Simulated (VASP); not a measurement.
# CuO (Cccm) in VASP: notebook, part 2 of 2

VASP 6.6.1. The steps go on from the part before.

## Step 4: Single point, PBEsol

File INCAR:

```
  PREC = Accurate
  ENCUT = 520
  EDIFF = 1E-7
  ISMEAR = 0
  SIGMA = 0.1
  LREAL = F
  LASPH = T
  NELM = 60
  ALGO = Normal
  ISIF = 2
  LWAVE = F
  LCHARG = T
  GGA = PS
  LELF = T
  LVHAR = T
  NBANDS = 25
```

File KPOINTS:

```
Automatic mesh
0
Gamma
  8 8 6
  0.5 0.5 0.5
```

File POSCAR:

```
CuO
1.0
    1.9909680000     -2.1535500000      0.0000000000
    1.9909680000      2.1535500000      0.0000000000
    0.0000000000      0.0000000000      5.1559280000
Cu O
2 2
Direct
    0.0000000000      0.5000000000      0.0000000000
    0.5000000000      0.0000000000      0.5000000000
    0.5000000000      0.5000000000      0.2500000000
    0.5000000000      0.5000000000      0.7500000000
```

Potentials or basis: VASP PAW PBE potentials, release 64 (Cu, O).

Command:

```
cat potpaw_PBE.64/Cu/POTCAR potpaw_PBE.64/O/POTCAR > POTCAR
mpirun -np 1 vasp_std > vasp.out
```

OUTCAR:

```text
PREC = Accurate
   ENCUT = 520
   EDIFF = 1E-7
   ISMEAR = 0
   LREAL = F
   LASPH = T
   NELM = 60
   ISIF = 2
   GGA = PS

 ion  position               nearest neighbor table
   1  0.000  0.500  0.000-   3 1.95   4 1.95   3 1.95   4 1.95
   2  0.500  0.000  0.500-   3 1.95   4 1.95   3 1.95   4 1.95
   3  0.500  0.500  0.250-   1 1.95   2 1.95   2 1.95   1 1.95
   4  0.500  0.500  0.750-   1 1.95   2 1.95   2 1.95   1 1.95

  LATTYP: Found a base centered orthorhombic cell.
 ALAT       =     3.9819360000
 B/A-ratio  =     1.0816597755
 C/A-ratio  =     1.2948294498

  Lattice vectors:

 A1 = (   1.9909680000,  -2.1535500000,   0.0000000000)
 A2 = (   1.9909680000,   2.1535500000,   0.0000000000)
 A3 = (   0.0000000000,   0.0000000000,   5.1559280000)

Analysis of symmetry for initial positions (statically):
=====================================================================
 Subroutine PRICEL returns:
 Original cell was already a primitive cell.

 Routine SETGRP: Setting up the symmetry group for a
 base centered orthorhombic supercell.

 Subroutine GETGRP returns: Found  8 space group operations
 (whereof  4 operations were pure point group operations)
 out of a pool of  8 trial point group operations.

The static configuration has the point symmetry C_2h.
 The point group associated with its full space group is D_2h.

Analysis of symmetry for dynamics (positions and initial velocities):
=====================================================================
 Subroutine PRICEL returns:
 Original cell was already a primitive cell.

 Routine SETGRP: Setting up the symmetry group for a
 base centered orthorhombic supercell.

 Subroutine GETGRP returns: Found  8 space group operations
 (whereof  4 operations were pure point group operations)
 out of a pool of  8 trial point group operations.

The dynamic configuration has the point symmetry C_2h.
 The point group associated with its full space group is D_2h.

 Subroutine INISYM returns: Found  8 space group operations
 (whereof  4 operations are pure point group operations),
 and found     1 'primitive' translations

----------------------------------------------------------------------------------------

                                     Primitive cell

  volume of cell :      44.2136

  direct lattice vectors                    reciprocal lattice vectors
     1.990968000 -2.153550000  0.000000000     0.251134122 -0.232174781  0.000000000
     1.990968000  2.153550000  0.000000000     0.251134122  0.232174781  0.000000000
     0.000000000  0.000000000  5.155928000     0.000000000  0.000000000  0.193951506

  length of vectors
     2.932870809  2.932870809  5.155928000     0.342013854  0.342013854  0.193951506

  position of ions in fractional coordinates (direct lattice)
     0.000000000  0.500000000  0.000000000
     0.500000000  0.000000000  0.500000000
     0.500000000  0.500000000  0.250000000
     0.500000000  0.500000000  0.750000000

  ion indices of the primitive-cell ions
   primitive index   ion index
                 1           1
                 2           2
                 3           3
                 4           4

----------------------------------------------------------------------------------------

 KPOINTS: Automatic mesh

Automatic generation of k-mesh.
 Grid dimensions read from file:
 generate k-points for:    8    8    6

 Generating k-lattice:

  Cartesian coordinates                     Fractional coordinates (reciprocal lattice)
     0.031391765 -0.029021848  0.000000000     0.125000000  0.000000000  0.000000000
     0.031391765  0.029021848  0.000000000     0.000000000  0.125000000  0.000000000
     0.000000000  0.000000000  0.032325251     0.000000000  0.000000000  0.166666667

  Length of vectors
     0.042751732  0.042751732  0.032325251

  Shift w.r.t. Gamma in fractional coordinates (k-lattice)
     0.500000000  0.500000000  0.500000000

 Subroutine IBZKPT returns following result:
 ===========================================

 Found     60 irreducible k-points:

 Following reciprocal coordinates:
            Coordinates               Weight
  0.062500  0.062500  0.083333      4.000000
  0.187500  0.062500  0.083333      8.000000
  0.312500  0.062500  0.083333      8.000000
  0.437500  0.062500  0.083333      8.000000
 -0.437500  0.062500  0.083333      8.000000
 -0.312500  0.062500  0.083333      8.000000
[... 16 lines left out ...]
  0.312500  0.062500  0.250000      8.000000
  0.437500  0.062500  0.250000      8.000000
 [... further k-points ...]
   k-points           NKPTS =     60   k-points in BZ     NKDIM =     60   number of bands    NBANDS=     25
   number of dos      NEDOS =    301   number of ions     NIONS =      4
   total plane-waves  NPLWV =  23040
   dimension x,y,z NGX =    24 NGY =   24 NGZ =   40
   dimension x,y,z NGXF=    48 NGYF=   48 NGZF=   80
   ions per type =               2   2
   NGX,Y,Z   is equivalent  to a cutoff of  13.60, 13.60, 12.90 a.u.
   NGXF,Y,Z  is equivalent  to a cutoff of  27.21, 27.21, 25.79 a.u.
 SYSTEM =  unknown system
   PREC   = accura    normal or accurate (medium, high low for compatibility)
   ISTART =      0    job   : 0-new  1-cont  2-samecut
   ICHARG =      2    charge: 1-file 2-atom 10-const
   ISPIN  =      1    spin polarized calculation?
   LNONCOLLINEAR =      F non collinear calculations
   LSORBIT =      F    spin-orbit coupling
   LASPH  =      T    aspherical Exc in radial PAW
   ENCUT  =  520.0 eV  38.22 Ry    6.18 a.u.   5.45  5.45  9.59*2*pi/ulx,y,z
   NELM   =     60;   NELMIN=  2; NELMDL= -5     # of ELM steps
   EDIFF  = 0.1E-06   stopping-criterion for ELM
   LREAL  =      F    real-space projection
   EDIFFG = 0.1E-05   stopping-criterion for IOM
   NSW    =      0    number of steps for IOM
   IBRION =     -1    ionic relax: 0-MD 1-quasi-New 2-CG
   NFREE  =      0    steps in history (QN), initial steepest desc. (CG)
   ISIF   =      2    stress and relaxation
   ISYM   =      2    0-nonsym 1-usesym 2-fastsym
   POTIM  = 0.5000    time-step for ionic-motion
   TEBEG  =    0.0;   TEEND  =   0.0 temperature during run
   PSTRESS=    0.0 pullay stress
   NELECT =      34.0000    total number of electrons
   NUPDOWN=      -1.0000    fix difference up-down
   EMIN   =  10.00;   EMAX   =-10.00  energy-range for DOS
   EFERMI =   0.00;   METHOD = LEGACY
   ISMEAR =     0;   SIGMA  =   0.10  broadening in eV -4-tet -1-fermi 0-gaus
   EFERMI_NEDOS =   21; number of points for ismear=-14 and -15
   IALGO  =     38    algorithm
   IMIX   =      4    mixing-type and parameters
     AMIX     =   0.40;   BMIX     =  1.00
     AMIX_MAG =   1.60;   BMIX_MAG =  1.00
  volume/ion in A,a.u.               =      11.05        74.59
  Fermi-wavevector in a.u.,A,eV,Ry     =   1.499854  2.834314 30.607167  2.249563
  Thomas-Fermi vector in A             =   2.611430
   LORBIT       =      0    0 simple, 1 ext, 2 COOP (PROOUT), +10 PAW based schemes
   GGA     = PS    functional components
   LHFCALC =     F    Hartree Fock is set to
   AEXX    =    0.0000 exact exchange contribution
   IVDW    =     0    specifies the selected vdW correction
   LEPSILON=     F    determine dielectric tensor
   LRPA    =     F    only Hartree local field effects (RPA)
 non-spin polarized calculation
 Gauss-broadening in eV      SIGMA  =   0.10
  energy-cutoff  :      520.00
  volume of cell :       44.21
 maximum number of plane-waves:      1215
 NGX is ok and might be reduce to    24
   NGX = 11   NGY = 11   NGZ = 19

 number of electron      33.9999999 magnetization

 Free energy of the ion-electron system (eV)
  ---------------------------------------------------
  ext. energy  EPLUGINS =         0.00000000
  ---------------------------------------------------
  free energy    TOTEN  =       -21.45812670 eV

  energy without entropy =      -21.44781204  energy(sigma->0) =      -21.45296937

 E-fermi :   4.7458     XC(G=0): -11.6082

 val. band max:        4.7385050469   @ k =   0.0625   0.0625   0.4167
 cond. band min:       4.7616882604   @ k =  -0.0625   0.0625   0.4167
 fundamental gap:      0.0231832135
 Fermi energy:         4.7458375104

 k-point     1 :       0.0625    0.0625    0.0833
  band No.  band energies     occupation
      1     -14.9227      2.00000
      2     -13.6696      2.00000
      3      -3.2792      2.00000
      4      -0.7869      2.00000
      5      -0.6143      2.00000
      6       0.6211      2.00000
[... 17 lines left out ...]
     24      19.3740      0.00000
     25      19.4903      0.00000
[... 621 lines left out ...]
      3      -2.1605      2.00000
      4      -2.0463      2.00000
      5      -0.9788      2.00000
      6      -0.6352      2.00000
[... 17 lines left out ...]
     24      18.6691      0.00000
     25      19.2678      0.00000

 [... further k-points ...]
[... 5 lines left out ...]
  --------------------------------------------------------------------------------------
  -------------------------------------------------------------------------------------
  Total       -1.0879853     -1.4877718     -1.8645775      0.0000000      0.0000000      0.0000000
  in kB      -39.4255298    -53.9126686    -67.5670493      0.0000000      0.0000000      0.0000000
  external PRESSURE =     -53.6350826 kB  Pullay stress =       0.0000000 kB

 VOLUME and BASIS-vectors are now :
 -----------------------------------------------------------------------------
  energy-cutoff  :      520.00
  volume of cell :       44.21
      direct lattice vectors                 reciprocal lattice vectors
     1.990968000 -2.153550000  0.000000000     0.251134122 -0.232174781  0.000000000
     1.990968000  2.153550000  0.000000000     0.251134122  0.232174781  0.000000000
     0.000000000  0.000000000  5.155928000     0.000000000  0.000000000  0.193951506

 POSITION                                       TOTAL-FORCE (eV/Angst)
 -----------------------------------------------------------------------------------
      0.99548      1.07678      0.00000         0.000000      0.000000     -0.000000
      0.99548     -1.07678      2.57796         0.000000      0.000000     -0.000000
      1.99097      0.00000      1.28898         0.000000      0.000000      0.000000
      1.99097      0.00000      3.86695         0.000000     -0.000000     -0.000000
 -----------------------------------------------------------------------------------
    total drift:                                0.000000     -0.000000     -0.000000

  FREE ENERGIE OF THE ION-ELECTRON SYSTEM (eV)
  ---------------------------------------------------
  free  energy   TOTEN  =       -21.4581266969 eV

  energy  without entropy=      -21.4478120391  energy(sigma->0) =      -21.45296937
```

stdout:

```text
POSCAR found type information on POSCAR CuO
 POSCAR found :  2 types and       4 ions
 scaLAPACK will be used
 -----------------------------------------------------------------------------
|                                                                             |
|                                                                             |
|     You enforced a specific xc type in the INCAR file but a different       |
|     I HOPE YOU KNOW WHAT YOU ARE DOING!                                     |
|                                                                             |
 -----------------------------------------------------------------------------

 LDA part: xc-table for (Slater+PW92), standard interpolation
 POSCAR, INCAR and KPOINTS ok, starting setup
 FFT: planning ... GRIDC
 FFT: planning ... GRID_SOFT
 FFT: planning ... GRID
 WAVECAR not read
 entering main loop
```

Run time: 2.3 min. Hardware: 1 thread of AMD EPYC 7R13, shared host; peak memory 0.16 GiB.

Results:

```
Free energy            : -21.4581 eV
Pressure               : -5.4 GPa
Band gap on the k mesh : zero (band 17 reaches 5.25 eV, above the bottom of band 18 at 4.44 eV)
```

Caveat: the PAW data sets were made with another functional, which shifts forces and pressure a little; semilocal functionals often make such compounds metallic where correlation or magnetic order opens a gap, which also shifts bond lengths. With open d or f shells a metallic result of PBEsol can be an artefact of self-interaction; +U or a hybrid may open a gap.

## Step 5: Single point, PBEsol

File INCAR:

```
PREC = Accurate ; ENCUT = 520
EDIFF = 1E-6 ; ISMEAR = 0
SIGMA = 0.1 ; LREAL = False
LASPH = True ; NELM = 80
ALGO = Normal ; ISIF = 2
LWAVE = False ; LCHARG = False
GGA = PS ; NBANDS = 25
```

File KPOINTS:

```
regular mesh
0
Gamma
  12 12 8
```

POSCAR is that of step 4.

Command:

```
cat potpaw_PBE.64/Cu/POTCAR potpaw_PBE.64/O/POTCAR > POTCAR
mpirun -np 1 vasp_std > vasp.out
```

Wall time 5.3 min (1 thread of AMD EPYC 7R13, shared host); peak memory 0.28 GiB.

It converged, with:

```
Free energy            : -21.4546 eV
Pressure               : -5.4 GPa
Band gap on the k mesh : zero (band 17 reaches 5.32 eV, above the bottom of band 18 at 4.22 eV)
```

Stress tensor (GPa, compression positive):
```
-4.09  0.00  0.00
 0.00 -5.54  0.00
 0.00  0.00 -6.65
```

Levels at points of the mesh, in eV from the Fermi level:
```
           k point  band 15  band 16  band 17  band 18  band 19  band 20
(0.00, 0.00, 0.00)    -2.29    -1.89     0.58     0.76     1.36     5.99
(0.50, 0.00, 0.00)    -1.56    -1.50     0.21     0.46     3.61     5.87
(0.50, 0.50, 0.00)    -1.63    -1.21    -1.15     1.13     2.10     7.18
(0.00, 0.00, 0.50)    -1.54    -1.54     0.10     0.10     3.43     3.43
(0.50, 0.00, 0.50)    -1.99    -1.82    -0.16     0.67     4.27     5.86
(0.50, 0.50, 0.50)    -1.40    -1.40    -0.52    -0.52     3.97     3.97
```

Caveat: the PAW data sets were made with another functional, which shifts forces and pressure a little; semilocal functionals often make such compounds metallic where correlation or magnetic order opens a gap, which also shifts bond lengths.

## Step 6: Overview

| k mesh | gap on the mesh (eV) | pressure (GPa) |
| --- | --- | --- |
| 10 × 10 × 6, shifted | none | -5.4 |
| 8 × 8 × 6 | none | -5.5 |
| 8 × 8 × 6, shifted | none | -5.4 |
| 12 × 12 × 8 | none | -5.4 |

Alike in all rows: task single point; level PBEsol; potentials or basis VASP PAW PBE potentials, release 64 (Cu, O); no spin polarisation; cell as given; cutoff (eV) 520; smearing gaussian 0.1 eV.

Every run on the cell as given and a fine mesh finds a metal.

Caveats: the PAW data sets were made with another functional, which shifts forces and pressure a little; semilocal functionals often make such compounds metallic where correlation or magnetic order opens a gap, which also shifts bond lengths.

Absolute energies hang on the potentials; compare differences alone.
